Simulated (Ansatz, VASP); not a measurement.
**Two plane-wave programs on AlN**

```
CELL_PARAMETERS angstrom
3.31212 0.00000 0.00000
-1.65606 2.86838 0.00000
0.00000 0.00000 4.18756
ATOMIC_POSITIONS crystal
Al 0.33333 0.66667 0.75000
Al 0.66667 0.33333 0.25000
N 0.33333 0.66667 0.25000
N 0.66667 0.33333 0.75000
```

Alike in both runs: task single point; functional PBEsol; k mesh 6 × 6 × 4; occupations fermi-dirac, width 0.02 eV; no spin polarisation.

|  | VASP | Ansatz |
| --- | --- | --- |
| version | VASP 6.6.1 | Ansatz 0.2.0 |
| potentials or method | VASP PAW PBE potentials, release 64 (Al, N) | plane waves, PAW |
| plane-wave cutoff (eV) | 600 | 420 |
| valence electrons in the cell | 16 | 16 |

|  | VASP | Ansatz | Ansatz less VASP |
| --- | --- | --- | --- |
| gap on the k mesh at the Fermi level (eV) | 3.19 | 3.17 | -0.014 |

VASP's potentials were made for PBE, not for PBEsol. Ansatz's warnings: structure snapped to symmetry.
